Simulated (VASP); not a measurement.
# TiAl (Pm-3m) in VASP: a series of runs

The runs below take TiAl through single point, relaxation of cell and atoms, with PBEsol+D4.

Everything below comes from runs of VASP 6.6.1. Logs are shortened: lines on timing, memory, paths and dates and some standing lists are left out, and cuts for length are marked.

## Step 1: The cell of the first run

The structure is cubic, space group Pm-3m (No. 221). Conventional cell: a = 3.145 Å, b = 3.145 Å, c = 3.145 Å, α = 90.00°, β = 90.00°, γ = 90.00°. Ti (site symmetry m-3m) has 8 Al at 2.72 Å and 6 Ti at 3.15 Å within 3.6 Å. Al (site symmetry m-3m) has 8 Ti at 2.72 Å and 6 Al at 3.15 Å within 3.6 Å.

## Step 2: Single point, PBEsol+D4

INCAR

```
SYSTEM = TiAl
  ALGO = Normal
  EDIFF = 1E-6
  ENCUT = 500
  GGA = PS
  GGA_COMPAT = .FALSE.
  ISIF = 2
  ISMEAR = -1
  IVDW = 13
  LASPH = .TRUE.
  LCHARG = .FALSE.
  LREAL = .FALSE.
  LWAVE = .FALSE.
  NBANDS = 14
  NELM = 120
  PREC = Accurate
  SIGMA = 0.15
```

KPOINTS

```
k-points
0
G
  7 7 7
  0 0 0
```

POSCAR

```
TiAl
1.0
    3.1451265532      0.0000000000      0.0000000000
    0.0000000000      3.1451265532      0.0000000000
    0.0000000000      0.0000000000      3.1451265532
Ti Al
1 1
Direct
    0.5000000000      0.5000000000      0.5000000000
    0.0000000000      0.0000000000      0.0000000000
```

Potentials or basis: VASP PAW PBE potentials, release 64 (Ti_sv, Al).

Command:

```console
cat potpaw_PBE.64/Ti_sv/POTCAR potpaw_PBE.64/Al/POTCAR > POTCAR
mpirun -np 1 vasp_std > vasp.out
```

OUTCAR:

```text
SYSTEM = TiAl
   EDIFF = 1E-6
   ENCUT = 500
   GGA = PS
   ISIF = 2
   ISMEAR = -1
   IVDW = 13
   LASPH = .TRUE.
   LREAL = .FALSE.
   NELM = 120
   PREC = Accurate

 ion  position               nearest neighbor table
   1  0.500  0.500  0.500-   2 2.72   2 2.72   2 2.72   2 2.72   2 2.72   2 2.72   2 2.72   2 2.72

   2  0.000  0.000  0.000-   1 2.72   1 2.72   1 2.72   1 2.72   1 2.72   1 2.72   1 2.72   1 2.72

  LATTYP: Found a simple cubic cell.
 ALAT       =     3.1451265532

  Lattice vectors:

 A1 = (   3.1451265532,   0.0000000000,   0.0000000000)
 A2 = (   0.0000000000,   3.1451265532,   0.0000000000)
 A3 = (   0.0000000000,   0.0000000000,   3.1451265532)

Analysis of symmetry for initial positions (statically):
=====================================================================
 Subroutine PRICEL returns:
 Original cell was already a primitive cell.

 Routine SETGRP: Setting up the symmetry group for a
 simple cubic supercell.

 Subroutine GETGRP returns: Found 48 space group operations
 (whereof 48 operations were pure point group operations)
 out of a pool of 48 trial point group operations.

The static configuration has the point symmetry O_h .

Analysis of symmetry for dynamics (positions and initial velocities):
=====================================================================
 Subroutine PRICEL returns:
 Original cell was already a primitive cell.

 Routine SETGRP: Setting up the symmetry group for a
 simple cubic supercell.

 Subroutine GETGRP returns: Found 48 space group operations
 (whereof 48 operations were pure point group operations)
 out of a pool of 48 trial point group operations.

The dynamic configuration has the point symmetry O_h .

 Subroutine INISYM returns: Found 48 space group operations
 (whereof 48 operations are pure point group operations),
 and found     1 'primitive' translations

----------------------------------------------------------------------------------------

                                     Primitive cell

  volume of cell :      31.1110

  direct lattice vectors                    reciprocal lattice vectors
     3.145126553  0.000000000  0.000000000     0.317952230  0.000000000  0.000000000
     0.000000000  3.145126553  0.000000000     0.000000000  0.317952230  0.000000000
     0.000000000  0.000000000  3.145126553     0.000000000  0.000000000  0.317952230

  length of vectors
     3.145126553  3.145126553  3.145126553     0.317952230  0.317952230  0.317952230

  position of ions in fractional coordinates (direct lattice)
     0.500000000  0.500000000  0.500000000
     0.000000000  0.000000000  0.000000000

  ion indices of the primitive-cell ions
   primitive index   ion index
                 1           1
                 2           2

----------------------------------------------------------------------------------------

 KPOINTS: k-points

Automatic generation of k-mesh.
 Grid dimensions read from file:
 generate k-points for:    7    7    7

 Generating k-lattice:

  Cartesian coordinates                     Fractional coordinates (reciprocal lattice)
     0.045421747  0.000000000  0.000000000     0.142857143  0.000000000  0.000000000
     0.000000000  0.045421747  0.000000000     0.000000000  0.142857143  0.000000000
     0.000000000  0.000000000  0.045421747     0.000000000  0.000000000  0.142857143

  Length of vectors
     0.045421747  0.045421747  0.045421747

  Shift w.r.t. Gamma in fractional coordinates (k-lattice)
     0.000000000  0.000000000  0.000000000

 Subroutine IBZKPT returns following result:
 ===========================================

 Found     20 irreducible k-points:

 Following reciprocal coordinates:
            Coordinates               Weight
  0.000000  0.000000  0.000000      1.000000
  0.142857  0.000000  0.000000      6.000000
  0.285714  0.000000  0.000000      6.000000
  0.428571  0.000000  0.000000      6.000000
  0.142857  0.142857  0.000000     12.000000
  0.285714  0.142857  0.000000     24.000000
[... 12 lines left out ...]
  0.428571  0.428571  0.285714     24.000000
  0.428571  0.428571  0.428571      8.000000
   k-points           NKPTS =     20   k-points in BZ     NKDIM =     20   number of bands    NBANDS=     14
   number of dos      NEDOS =    301   number of ions     NIONS =      2
   total plane-waves  NPLWV =  13824
   dimension x,y,z NGX =    24 NGY =   24 NGZ =   24
   dimension x,y,z NGXF=    48 NGYF=   48 NGZF=   48
   ions per type =               1   1
   NGX,Y,Z   is equivalent  to a cutoff of  12.69, 12.69, 12.69 a.u.
   NGXF,Y,Z  is equivalent  to a cutoff of  25.37, 25.37, 25.37 a.u.
 SYSTEM =  TiAl
   PREC   = accura    normal or accurate (medium, high low for compatibility)
   ISTART =      0    job   : 0-new  1-cont  2-samecut
   ICHARG =      2    charge: 1-file 2-atom 10-const
   ISPIN  =      1    spin polarized calculation?
   LNONCOLLINEAR =      F non collinear calculations
   LSORBIT =      F    spin-orbit coupling
   LASPH  =      T    aspherical Exc in radial PAW
   ENCUT  =  500.0 eV  36.75 Ry    6.06 a.u.   5.73  5.73  5.73*2*pi/ulx,y,z
   NELM   =    120;   NELMIN=  2; NELMDL= -5     # of ELM steps
   EDIFF  = 0.1E-05   stopping-criterion for ELM
   LREAL  =      F    real-space projection
   EDIFFG = 0.1E-04   stopping-criterion for IOM
   NSW    =      0    number of steps for IOM
   IBRION =     -1    ionic relax: 0-MD 1-quasi-New 2-CG
   NFREE  =      0    steps in history (QN), initial steepest desc. (CG)
   ISIF   =      2    stress and relaxation
   ISYM   =      2    0-nonsym 1-usesym 2-fastsym
   POTIM  = 0.5000    time-step for ionic-motion
   TEBEG  =    0.0;   TEEND  =   0.0 temperature during run
   PSTRESS=    0.0 pullay stress
   NELECT =      15.0000    total number of electrons
   NUPDOWN=      -1.0000    fix difference up-down
   EMIN   =  10.00;   EMAX   =-10.00  energy-range for DOS
   EFERMI =   0.00;   METHOD = LEGACY
   ISMEAR =    -1;   SIGMA  =   0.15  broadening in eV -4-tet -1-fermi 0-gaus
   EFERMI_NEDOS =   21; number of points for ismear=-14 and -15
   IALGO  =     38    algorithm
   IMIX   =      4    mixing-type and parameters
     AMIX     =   0.40;   BMIX     =  1.00
     AMIX_MAG =   1.60;   BMIX_MAG =  1.00
  volume/ion in A,a.u.               =      15.56       104.97
  Fermi-wavevector in a.u.,A,eV,Ry     =   1.283711  2.425861 22.421216  1.647913
  Thomas-Fermi vector in A             =   2.415947
   LORBIT       =      0    0 simple, 1 ext, 2 COOP (PROOUT), +10 PAW based schemes
   GGA     = PS    functional components
   LHFCALC =     F    Hartree Fock is set to
   AEXX    =    0.0000 exact exchange contribution
   IVDW    =    13    specifies the selected vdW correction
   LEPSILON=     F    determine dielectric tensor
   LRPA    =     F    only Hartree local field effects (RPA)
 non-spin polarized calculation
  energy-cutoff  :      500.00
  volume of cell :       31.11
 maximum number of plane-waves:       808
 NGX is ok and might be reduce to    24
   NGX = 11   NGY = 11   NGZ = 11

 number of electron      14.9999993 magnetization

 Free energy of the ion-electron system (eV)
  ---------------------------------------------------
  ext. energy  EPLUGINS =         0.00000000
  ---------------------------------------------------
  free energy    TOTEN  =       -13.04781350 eV

  energy without entropy =      -12.88984243  energy(sigma->0) =      -12.96882797

 E-fermi :   9.0201     XC(G=0): -11.3290

 val. band max:        8.8816844216   @ k =   0.4286   0.1429   0.0000
 cond. band min:       9.0333882679   @ k =   0.2857   0.2857   0.0000
 fundamental gap:      0.1517038463
 Fermi energy:         9.0200941489

 k-point     1 :       0.0000    0.0000    0.0000
  band No.  band energies     occupation
      1     -47.5593      2.00000
      2     -23.8602      2.00000
      3     -23.8602      2.00000
      4     -23.8602      2.00000
      5      -0.3783      2.00000
      6       7.5120      1.99991
      7       7.5120      1.99991
      8      10.8949      0.00001
      9      10.8949      0.00001
     10      10.8949      0.00001
     11      13.5986      0.00000
     12      13.5986      0.00000
     13      13.5986      0.00000
     14      18.0576      0.00000

 k-point     2 :       0.1429    0.0000    0.0000
  band No.  band energies     occupation
      1     -47.5560      2.00000
      2     -23.8976      2.00000
      3     -23.8569      2.00000
      4     -23.8569      2.00000
      5      -0.0454      2.00000
      6       7.3087      1.99998
      7       7.6609      1.99977
      8      10.4031      0.00020
      9      10.4031      0.00020
     10      10.9346      0.00001
     11      12.5722      0.00000
     12      14.3321      0.00000
     13      14.3321      0.00000
     14      17.6029      0.00000

 k-point     3 :       0.2857    0.0000    0.0000
  band No.  band energies     occupation
      1     -47.5485      2.00000
      2     -23.9809      2.00000
      3     -23.8496      2.00000
      4     -23.8496      2.00000
      5       0.9148      2.00000
      6       6.2256      2.00000
      7       8.0348      1.99720
      8       9.6673      0.02638
      9       9.6673      0.02638
     10      11.0256      0.00000
     11      11.8722      0.00000
     12      15.8332      0.00000
     13      15.8332      0.00000
     14      16.5680      0.00000
[... 256 lines left out ...]
 k-point    19 :       0.4286    0.4286    0.2857
  band No.  band energies     occupation
      1     -47.5162      2.00000
      2     -24.0059      2.00000
      3     -24.0049      2.00000
      4     -23.9370      2.00000
      5       4.6040      2.00000
      6       6.2488      2.00000
      7       6.2777      2.00000
      8       9.2893      0.28503
      9      10.5514      0.00007
     10      10.6308      0.00004
     11      12.0614      0.00000
     12      12.3769      0.00000
     13      14.0562      0.00000
     14      15.9413      0.00000

 k-point    20 :       0.4286    0.4286    0.4286
  band No.  band energies     occupation
      1     -47.5106      2.00000
      2     -23.9979      2.00000
      3     -23.9968      2.00000
      4     -23.9968      2.00000
      5       5.3348      2.00000
      6       5.9830      2.00000
      7       5.9830      2.00000
      8      10.5905      0.00006
      9      10.9774      0.00000
     10      10.9774      0.00000
     11      11.0431      0.00000
     12      12.9627      0.00000
     13      12.9627      0.00000
     14      16.0909      0.00000

------------------------ aborting loop because EDIFF is reached ----------------------------------------

  DFT-D4 for vdW energy calculation

  Edisp (eV):   -0.34576

  FORCE on cell =-STRESS in cart. coord.  units (eV):
  Direction    XX          YY          ZZ          XY          YZ          ZX
  --------------------------------------------------------------------------------------
  -------------------------------------------------------------------------------------
  Total       0.00852     0.00852     0.00852     0.00000     0.00000    -0.00000
  in kB       0.43868     0.43868     0.43868     0.00000     0.00000    -0.00000
  external pressure =        0.44 kB  Pullay stress =        0.00 kB

 VOLUME and BASIS-vectors are now :
 -----------------------------------------------------------------------------
  energy-cutoff  :      500.00
  volume of cell :       31.11
      direct lattice vectors                 reciprocal lattice vectors
     3.145126553  0.000000000  0.000000000     0.317952230  0.000000000  0.000000000
     0.000000000  3.145126553  0.000000000     0.000000000  0.317952230  0.000000000
     0.000000000  0.000000000  3.145126553     0.000000000  0.000000000  0.317952230

 POSITION                                       TOTAL-FORCE (eV/Angst)
 -----------------------------------------------------------------------------------
      1.57256      1.57256      1.57256         0.000000      0.000000      0.000000
      0.00000      0.00000      0.00000         0.000000      0.000000      0.000000
 -----------------------------------------------------------------------------------
    total drift:                                0.000000     -0.000000     -0.000000

  FREE ENERGIE OF THE ION-ELECTRON SYSTEM (eV)
  ---------------------------------------------------
  free  energy   TOTEN  =       -13.3935685498 eV

  energy  without entropy=      -13.2355974847  energy(sigma->0) =      -13.31458302
```

It took 3.1 s on 1 thread of Intel Xeon 6975P-C (Granite Rapids), shared host; peak memory 0.14 GiB.

Results:

* Free energy: -13.3936 eV
* Pressure: 0.0 GPa
* Dispersion energy per atom: -0.173 eV

Caveat: the PAW data sets were made with another functional, which shifts forces and pressure a little; pairwise dispersion overbinds metals, which lowers pressure and volume.

## Step 3: Relaxation of cell and atoms, PBEsol+D4

This run uses another cell than the first one, of 13.74 Å³/atom, 0.884 times its volume.

INCAR

```
PREC = Accurate ; ENCUT = 500
EDIFF = 1E-7 ; ISMEAR = -1
SIGMA = 0.15 ; LREAL = False
LASPH = True ; NELM = 120
ALGO = Normal ; ISIF = 3
LWAVE = False ; LCHARG = False
GGA = PS ; IVDW = 13
IBRION = 2 ; NSW = 60
EDIFFG = -0.02 ; GGA_COMPAT = False
NELMIN = 4
```

KPOINTS

```
Automatic mesh
0
Gamma
  7 7 7
```

POSCAR

```
TiAl
1.0
    3.0180000000      0.0000000000      0.0000000000
    0.0000000000      3.0180000000      0.0000000000
    0.0000000000      0.0000000000      3.0180000000
Ti Al
1 1
Direct
    0.5000000000      0.5000000000      0.5000000000
    0.0000000000      0.0000000000      0.0000000000
```

Potentials or basis: VASP PAW PBE potentials, release 64 (Ti_sv, Al).

Command:

```console
cat potpaw_PBE.64/Ti_sv/POTCAR potpaw_PBE.64/Al/POTCAR > POTCAR
mpirun -np 1 vasp_std > vasp.out
```

Wall time 9.4 s (1 thread of Intel Xeon 6975P-C (Granite Rapids), shared host); peak memory 0.14 GiB.

Results (log left out):

| Property | Result |
| --- | --- |
| Free energy | -13.3913 eV |
| Relaxed volume | 15.57 Å³/atom |
| Relaxed cell | a = 3.146 Å, b = 3.146 Å, c = 3.146 Å, α = 90.00°, β = 90.00°, γ = 90.00° |
| Space group after relaxing (to 0.05 Å) | Pm-3m (No. 221) |
| Energy gained by relaxing | 96.9 meV/atom |
| Ionic steps | 3 |
| Pressure after relaxing | -0.1 GPa |
| Dispersion energy per atom | -0.173 eV |

The path:
```csv
step,energy change (eV),largest force (eV/Å),pressure (GPa),volume (Å³)
1,0.0000,0.0000,18.96,27.49
2,-0.0781,0.0000,-10.09,34.48
3,-0.1937,0.0000,-0.15,31.15
```

Final structure:
```xyz
2
Lattice="3.1464 0.0000 0.0000 0.0000 3.1464 0.0000 0.0000 0.0000 3.1464" Properties=species:S:1:pos:R:3 pbc="T T T"
Ti    1.5732    1.5732    1.5732
Al    0.0000    0.0000    0.0000
```

Levels at points of the mesh, in eV from the Fermi level:
```tsv
k point	band 3	band 4	band 5	band 6	band 7	band 8	band 9	band 10	band 11
(0.00, 0.00, 0.00)	-32.88	-32.88	-9.39	-1.51	-1.51	1.87	1.87	1.87	4.57
```

Caveat: the PAW data sets were made with another functional, which shifts forces and pressure a little; the volume moved by +13 % from the deposited cell, more than functionals usually miss; pairwise dispersion overbinds metals, which lowers pressure and volume. Zero-point motion and thermal expansion aren't in these numbers.
